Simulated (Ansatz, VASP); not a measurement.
**One calculation of Bi2TeSe2, two programs**

```xyz
5
Lattice="2.1542 1.2438 9.4210 -2.1542 1.2438 9.4210 0.0000 -2.4875 9.4210" Properties=species:S:1:pos:R:3 pbc="T T T"
Bi    0.0000    0.0000   11.2503
Bi    0.0000    0.0000   17.0126
Te    0.0000    0.0000    0.0000
Se    0.0000    0.0000    5.9804
Se    0.0000    0.0000   22.2825
```

Change from the starting cell: strain +0.030 along x and y, -0.030 along z, atoms carried along.

Alike in both runs: task single point; functional PBEsol; k mesh 12 × 12 × 12; occupations gaussian, width 0.05 eV; no spin polarisation.

|  | VASP | Ansatz |
| --- | --- | --- |
| version | VASP 6.6.1 | Ansatz 0.2.0 |
| potentials or method | VASP PAW PBE potentials, release 64 (Bi_d, Te, Se), cutoff 520 eV | scalar-relativistic, plane waves, PAW |
| valence electrons in the cell | 48 | 78 |

|  | VASP | Ansatz | Ansatz less VASP |
| --- | --- | --- | --- |
| gap on the k mesh at the Fermi level (eV) | 0.27 | 0.27 | -0.001 |
| least direct gap on the mesh (eV) | 0.27 | 0.27 | -0.001 |
| pressure (GPa) | 0.1 | 0.1 | -0.03 |
| traceless stress, the component that is largest in VASP (GPa) | 1.43 | 1.44 | +0.001 |
| rms of the force components (eV/Å) | 0.647 | 0.649 | +0.0020 |

VASP's potentials were made for PBE, not for PBEsol. Atom by atom the forces differ by 0.004 eV/Å (rms over components). VASP's potentials hold 48 valence electrons a cell and Ansatz's 78, so a difference there can come from the potentials and not from the codes.

Spin-orbit coupling is off throughout.
